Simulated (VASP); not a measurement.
# Be2B3 (P6/mmm) in VASP: a series of runs

Runs on Be2B3. Level: PBE. Tasks: single point, relaxation of cell and atoms.

Program: VASP 6.6.1. These are calculated values, not measurements. Logs are shortened: lines on timing, memory, paths and dates and some standing lists are left out, and cuts for length are marked.

### 1 The cell of the first run

Symmetry: P6/mmm, No. 191, hexagonal system. Conventional cell: a = 3.237 Å, b = 3.237 Å, c = 4.785 Å, α = 90.00°, β = 90.00°, γ = 120.00°. Within 2.5 Å of Be (site symmetry -6m2) lie 3 Be at 1.87 Å and 5 B at 1.87 to 2.39 Å. B (site symmetry -6m2) has 3 B at 1.87 Å and 2 Be at 2.39 Å within 2.5 Å. Within 2.5 Å of B (site symmetry 6/mmm) lie 6 Be at 1.87 Å.

The cell was generated, and may not be a known phase.

### 2 Single point, PBE

Input file INCAR:

```
PREC = Accurate ; ENCUT = 520
EDIFF = 1E-7 ; ISMEAR = 0
SIGMA = 0.1 ; LREAL = False
LASPH = True ; NELM = 60
ALGO = Normal ; ISIF = 2
LWAVE = False ; LCHARG = True
GGA = PE ; LELF = True
LVHAR = True ; NBANDS = 14
```

Input file KPOINTS:

```
regular mesh
0
Gamma
  12 12 8
```

Input file POSCAR:

```
Be2B3
1.0
    3.2371835928      0.0000000000      0.0000000000
   -1.6185917964      2.8034832281      0.0000000000
    0.0000000000      0.0000000000      4.7854366480
Be B
2 3
Direct
    0.3333333333      0.6666666667      0.0000000000
    0.6666666667      0.3333333333      0.0000000000
    0.3333333333      0.6666666667      0.5000000000
    0.6666666667      0.3333333333      0.5000000000
    0.0000000000      0.0000000000      0.0000000000
```

Potentials or basis: VASP PAW PBE potentials, release 64 (Be, B).

On the command line:

```console
cat potpaw_PBE.64/Be/POTCAR potpaw_PBE.64/B/POTCAR > POTCAR
mpirun -np 1 vasp_std > vasp.out
```

OUTCAR:

```text
PREC = Accurate
   ENCUT = 520
   EDIFF = 1E-7
   ISMEAR = 0
   LREAL = False
   LASPH = True
   NELM = 60
   ISIF = 2
   GGA = PE

 ion  position               nearest neighbor table
   1  0.333  0.667  0.000-   5 1.87   2 1.87   2 1.87   5 1.87   5 1.87   2 1.87
   2  0.667  0.333  0.000-   1 1.87   5 1.87   1 1.87   5 1.87   5 1.87   1 1.87
   3  0.333  0.667  0.500-   4 1.87   4 1.87   4 1.87
   4  0.667  0.333  0.500-   3 1.87   3 1.87   3 1.87
   5  0.000  0.000  0.000-   1 1.87   2 1.87   2 1.87   1 1.87   2 1.87   1 1.87

  LATTYP: Found a hexagonal cell.
 ALAT       =     3.2371835928
 C/A-ratio  =     1.4782716243

  Lattice vectors:

 A1 = (   3.2371835928,   0.0000000000,   0.0000000000)
 A2 = (  -1.6185917964,   2.8034832281,   0.0000000000)
 A3 = (   0.0000000000,   0.0000000000,   4.7854366480)

Analysis of symmetry for initial positions (statically):
=====================================================================
 Subroutine PRICEL returns:
 Original cell was already a primitive cell.

 Routine SETGRP: Setting up the symmetry group for a
 hexagonal supercell.

 Subroutine GETGRP returns: Found 24 space group operations
 (whereof 24 operations were pure point group operations)
 out of a pool of 24 trial point group operations.

The static configuration has the point symmetry D_6h.

Analysis of symmetry for dynamics (positions and initial velocities):
=====================================================================
 Subroutine PRICEL returns:
 Original cell was already a primitive cell.

 Routine SETGRP: Setting up the symmetry group for a
 hexagonal supercell.

 Subroutine GETGRP returns: Found 24 space group operations
 (whereof 24 operations were pure point group operations)
 out of a pool of 24 trial point group operations.

The dynamic configuration has the point symmetry D_6h.

 Subroutine INISYM returns: Found 24 space group operations
 (whereof 24 operations are pure point group operations),
 and found     1 'primitive' translations

----------------------------------------------------------------------------------------

                                     Primitive cell

  volume of cell :      43.4297

  direct lattice vectors                    reciprocal lattice vectors
     3.237183593  0.000000000  0.000000000     0.308910499  0.178349560  0.000000000
    -1.618591796  2.803483228  0.000000000     0.000000000  0.356699120  0.000000000
     0.000000000  0.000000000  4.785436648     0.000000000  0.000000000  0.208967347

  length of vectors
     3.237183593  3.237183593  4.785436648     0.356699120  0.356699120  0.208967347

  position of ions in fractional coordinates (direct lattice)
     0.333333333  0.666666667  0.000000000
     0.666666667  0.333333333  0.000000000
     0.333333333  0.666666667  0.500000000
     0.666666667  0.333333333  0.500000000
     0.000000000  0.000000000  0.000000000

  ion indices of the primitive-cell ions
   primitive index   ion index
                 1           1
                 2           2
                 3           3
                 4           4
                 5           5

----------------------------------------------------------------------------------------

 KPOINTS: regular mesh

Automatic generation of k-mesh.
 Grid dimensions read from file:
 generate k-points for:   12   12    8

 Generating k-lattice:

  Cartesian coordinates                     Fractional coordinates (reciprocal lattice)
     0.025742542  0.014862463  0.000000000     0.083333333  0.000000000  0.000000000
     0.000000000  0.029724927  0.000000000     0.000000000  0.083333333  0.000000000
     0.000000000  0.000000000  0.026120918     0.000000000  0.000000000  0.125000000

  Length of vectors
     0.029724927  0.029724927  0.026120918

  Shift w.r.t. Gamma in fractional coordinates (k-lattice)
     0.000000000  0.000000000  0.000000000

 Subroutine IBZKPT returns following result:
 ===========================================

 Found     95 irreducible k-points:

 Following reciprocal coordinates:
            Coordinates               Weight
  0.000000  0.000000  0.000000      1.000000
  0.083333  0.000000  0.000000      6.000000
  0.166667  0.000000  0.000000      6.000000
  0.250000  0.000000  0.000000      6.000000
  0.333333  0.000000  0.000000      6.000000
  0.416667  0.000000  0.000000      6.000000
[... 16 lines left out ...]
  0.250000  0.000000  0.125000     12.000000
  0.333333  0.000000  0.125000     12.000000
 [... further k-points ...]
   k-points           NKPTS =     95   k-points in BZ     NKDIM =     95   number of bands    NBANDS=     14
   number of dos      NEDOS =    301   number of ions     NIONS =      5
   total plane-waves  NPLWV =  20736
   dimension x,y,z NGX =    24 NGY =   24 NGZ =   36
   dimension x,y,z NGXF=    48 NGYF=   48 NGZF=   72
   ions per type =               2   3
   NGX,Y,Z   is equivalent  to a cutoff of  12.33, 12.33, 12.51 a.u.
   NGXF,Y,Z  is equivalent  to a cutoff of  24.65, 24.65, 25.01 a.u.
 SYSTEM =  unknown system
   PREC   = accura    normal or accurate (medium, high low for compatibility)
   ISTART =      0    job   : 0-new  1-cont  2-samecut
   ICHARG =      2    charge: 1-file 2-atom 10-const
   ISPIN  =      1    spin polarized calculation?
   LNONCOLLINEAR =      F non collinear calculations
   LSORBIT =      F    spin-orbit coupling
   LASPH  =      T    aspherical Exc in radial PAW
   ENCUT  =  520.0 eV  38.22 Ry    6.18 a.u.   6.02  6.02  8.90*2*pi/ulx,y,z
   NELM   =     60;   NELMIN=  2; NELMDL= -5     # of ELM steps
   EDIFF  = 0.1E-06   stopping-criterion for ELM
   LREAL  =      F    real-space projection
   EDIFFG = 0.1E-05   stopping-criterion for IOM
   NSW    =      0    number of steps for IOM
   IBRION =     -1    ionic relax: 0-MD 1-quasi-New 2-CG
   NFREE  =      0    steps in history (QN), initial steepest desc. (CG)
   ISIF   =      2    stress and relaxation
   ISYM   =      2    0-nonsym 1-usesym 2-fastsym
   POTIM  = 0.5000    time-step for ionic-motion
   TEBEG  =    0.0;   TEEND  =   0.0 temperature during run
   PSTRESS=    0.0 pullay stress
   NELECT =      13.0000    total number of electrons
   NUPDOWN=      -1.0000    fix difference up-down
   EMIN   =  10.00;   EMAX   =-10.00  energy-range for DOS
   EFERMI =   0.00;   METHOD = LEGACY
   ISMEAR =     0;   SIGMA  =   0.10  broadening in eV -4-tet -1-fermi 0-gaus
   EFERMI_NEDOS =   21; number of points for ismear=-14 and -15
   IALGO  =     38    algorithm
   IMIX   =      4    mixing-type and parameters
     AMIX     =   0.40;   BMIX     =  1.00
     AMIX_MAG =   1.60;   BMIX_MAG =  1.00
  volume/ion in A,a.u.               =       8.69        58.62
  Fermi-wavevector in a.u.,A,eV,Ry     =   1.095117  2.069470 16.317197  1.199280
  Thomas-Fermi vector in A             =   2.231434
   LORBIT       =      0    0 simple, 1 ext, 2 COOP (PROOUT), +10 PAW based schemes
   GGA     = PE    functional components
   LHFCALC =     F    Hartree Fock is set to
   AEXX    =    0.0000 exact exchange contribution
   IVDW    =     0    specifies the selected vdW correction
   LEPSILON=     F    determine dielectric tensor
   LRPA    =     F    only Hartree local field effects (RPA)
 non-spin polarized calculation
 Gauss-broadening in eV      SIGMA  =   0.10
  energy-cutoff  :      520.00
  volume of cell :       43.43
 maximum number of plane-waves:      1194
   NGX = 13   NGY = 13   NGZ = 17

 number of electron      13.0000000 magnetization

 Free energy of the ion-electron system (eV)
  ---------------------------------------------------
  ext. energy  EPLUGINS =         0.00000000
  ---------------------------------------------------
  free energy    TOTEN  =       -23.91786544 eV

  energy without entropy =      -23.91171193  energy(sigma->0) =      -23.91478868

 E-fermi :   4.4005     XC(G=0): -10.6454

 val. band max:        4.3904108803   @ k =   0.1667   0.0000   0.0000
 cond. band min:       4.4132828115   @ k =   0.2500   0.1667   0.3750
 fundamental gap:      0.0228719312
 Fermi energy:         4.4005047017

 k-point     1 :       0.0000    0.0000    0.0000
  band No.  band energies     occupation
      1      -7.3823      2.00000
      2      -2.6936      2.00000
      3      -1.5718      2.00000
      4       4.7563      0.00000
      5       4.7563      0.00000
      6       4.8482      0.00000
      7       4.8482      0.00000
      8       7.8703      0.00000
      9       7.8703      0.00000
     10       9.1477      0.00000
     11      11.3627      0.00000
     12      11.3895      0.00000
     13      12.1820      0.00000
     14      12.1820      0.00000

 k-point     2 :       0.0833    0.0000    0.0000
  band No.  band energies     occupation
      1      -7.2834      2.00000
      2      -2.6256      2.00000
      3      -1.4473      2.00000
      4       3.5617      2.00000
      5       3.7897      2.00000
      6       5.0915      0.00000
      7       5.3533      0.00000
      8       8.1958      0.00000
      9       8.3552      0.00000
     10       9.1283      0.00000
     11      10.9649      0.00000
     12      11.6261      0.00000
     13      12.2302      0.00000
     14      12.6091      0.00000
[... 343 lines left out ...]
      1      -6.4173      2.00000
      2      -2.7322      2.00000
      3       0.0886      2.00000
      4       0.7922      2.00000
      5       2.0157      2.00000
      6       3.1643      2.00000
      7       4.6600      0.00024
      8       7.8592      0.00000
      9       8.6931      0.00000
     10       9.3641      0.00000
     11      11.6680      0.00000
     12      12.2555      0.00000
     13      13.3876      0.00000
     14      14.5778      0.00000

 k-point    24 :       0.3333    0.0000    0.1250
  band No.  band energies     occupation
      1      -5.7419      2.00000
      2      -2.3507      2.00000
      3      -0.7930      2.00000
      4       1.1312      2.00000
      5       1.4117      2.00000
      6       2.0358      2.00000
      7       4.2498      1.96694
      8       6.4102      0.00000
      9       8.6242      0.00000
     10       9.0591      0.00000
     11      12.7371      0.00000
     12      13.4392      0.00000
     13      13.8852      0.00000
     14      15.6186      0.00000

 [... further k-points ...]

------------------------ aborting loop because EDIFF is reached ----------------------------------------

  FORCE on cell =-STRESS in cart. coord.  units (eV):
  Direction    XX          YY          ZZ          XY          YZ          ZX
  --------------------------------------------------------------------------------------
  -------------------------------------------------------------------------------------
  Total        0.0272793      0.0272793     -0.0184033      0.0000000      0.0000000      0.0000000
  in kB        1.0063699      1.0063699     -0.6789229      0.0000000      0.0000000      0.0000000
  external PRESSURE =       0.4446056 kB  Pullay stress =       0.0000000 kB

 VOLUME and BASIS-vectors are now :
 -----------------------------------------------------------------------------
  energy-cutoff  :      520.00
  volume of cell :       43.43
      direct lattice vectors                 reciprocal lattice vectors
     3.237183593  0.000000000  0.000000000     0.308910499  0.178349560  0.000000000
    -1.618591796  2.803483228  0.000000000     0.000000000  0.356699120  0.000000000
     0.000000000  0.000000000  4.785436648     0.000000000  0.000000000  0.208967347

 POSITION                                       TOTAL-FORCE (eV/Angst)
 -----------------------------------------------------------------------------------
     -0.00000      1.86899      0.00000         0.000000      0.000000     -0.000000
      1.61859      0.93449      0.00000        -0.000000     -0.000000      0.000000
     -0.00000      1.86899      2.39272         0.000000      0.000000      0.000000
      1.61859      0.93449      2.39272         0.000000     -0.000000     -0.000000
      0.00000      0.00000      0.00000         0.000000      0.000000     -0.000000
 -----------------------------------------------------------------------------------
    total drift:                               -0.000000      0.000000      0.000000

  FREE ENERGIE OF THE ION-ELECTRON SYSTEM (eV)
  ---------------------------------------------------
  free  energy   TOTEN  =       -23.9178654383 eV

  energy  without entropy=      -23.9117119276  energy(sigma->0) =      -23.91478868
```

Wall time 76 s (1 thread of Intel Xeon 8259CL, shared host); peak memory 0.18 GiB.

What came out:

```yaml
Free_energy: -23.9179 eV
Pressure: 0.0 GPa
Band_gap_on_the_k_mesh: zero (an odd number of electrons rules out a gap without spin polarisation)
```

Stress tensor (GPa, compression positive):
```
 0.10  0.00  0.00
 0.00  0.10  0.00
 0.00  0.00 -0.07
```

### 3 Relaxation of cell and atoms, PBE

This run uses another cell than the first one, of 8.81 Å³/atom.

Input file INCAR:

```
SYSTEM = Be2B3
ALGO = Normal
EDIFF = 1E-6
EDIFFG = -0.01
ENCUT = 600
GGA = PE
IBRION = 2
ISIF = 3
ISMEAR = 0
LASPH = .TRUE.
LCHARG = .FALSE.
LREAL = .FALSE.
LWAVE = .FALSE.
NELM = 80
NSW = 100
PREC = Accurate
SIGMA = 0.1
```

Input file KPOINTS:

```
k-points
0
G
  12 12 8
  0 0 0
```

Changes to POSCAR since step 2:

```diff
@@ -2,5 +2,5 @@
 1.0
-    3.2371835928      0.0000000000      0.0000000000
-   -1.6185917964      2.8034832281      0.0000000000
-    0.0000000000      0.0000000000      4.7854366480
+    3.2325076929      0.0000000000      0.0000000000
+   -1.6162538465      2.7994337800      0.0000000000
+    0.0000000000      0.0000000000      4.8695448730
 Be B
```

Potentials or basis: VASP PAW PBE potentials, release 64 (Be, B).

On the command line:

```console
cat potpaw_PBE.64/Be/POTCAR potpaw_PBE.64/B/POTCAR > POTCAR
mpirun -np 1 vasp_std > vasp.out
```

Run time: 3.9 min. Hardware: 1 thread of Intel Xeon 8259CL, shared host; peak memory 0.21 GiB.

Results (log left out):

```yaml
Free_energy: -23.9202 eV
Relaxed_volume: 8.69 Å³/atom
Relaxed_cell: a = 3.237 Å, b = 3.237 Å, c = 4.788 Å, α = 90.00°, β = 90.00°, γ = 120.00°
Space_group_after_relaxing_to_0.1_Å: P6/mmm (No. 191)
Energy_gained_by_relaxing: 0.9 meV/atom
Ionic_steps: 5
Pressure_after_relaxing: 0.0 GPa
Band_gap_on_the_k_mesh: zero (an odd number of electrons rules out a gap without spin polarisation)
```

Stress tensor (GPa, compression positive):
```
 0.06  0.00  0.00
 0.00  0.06  0.00
 0.00  0.00 -0.12
```

The path:
```
step  energy change (eV)  largest force (eV/Å)  pressure (GPa)  volume (Å³)
   1              0.0000                0.0000           -0.08        44.07
   2             -0.0021                0.0000           -0.64        44.04
   3             -0.0026                0.0000           -1.04        44.01
   4             -0.0040                0.0000           -0.49        43.71
   5             -0.0044                0.0000            0.00        43.46
```

Final structure:
```
Be B
1.0
     3.23731    0.00000    0.00000
    -1.61866    2.80360    0.00000
     0.00000    0.00000    4.78816
Be B
2 3
Direct
  0.33333 0.66667 0.00000
  0.66667 0.33333 0.00000
  0.33333 0.66667 0.50000
  0.66667 0.33333 0.50000
  0.00000 0.00000 0.00000
```

Levels at points of the mesh, in eV from the Fermi level:
| k point | band 4 | band 5 | band 6 | band 7 | band 8 | band 9 |
| --- | --- | --- | --- | --- | --- | --- |
| (0.00, 0.00, 0.00) | 0.36 | 0.36 | 0.45 | 0.45 | 3.47 | 3.47 |
| (0.50, 0.00, 0.00) | -3.84 | -3.52 | -2.05 | -0.99 | -0.41 | 3.96 |
| (0.00, 0.00, 0.50) | -0.15 | 0.44 | 0.44 | 0.87 | 0.87 | 2.68 |
| (0.50, 0.00, 0.50) | -6.15 | -3.14 | -1.15 | 2.28 | 2.41 | 2.64 |

The gap in the log of VASP goes by the Fermi energy; the results here count the filled bands.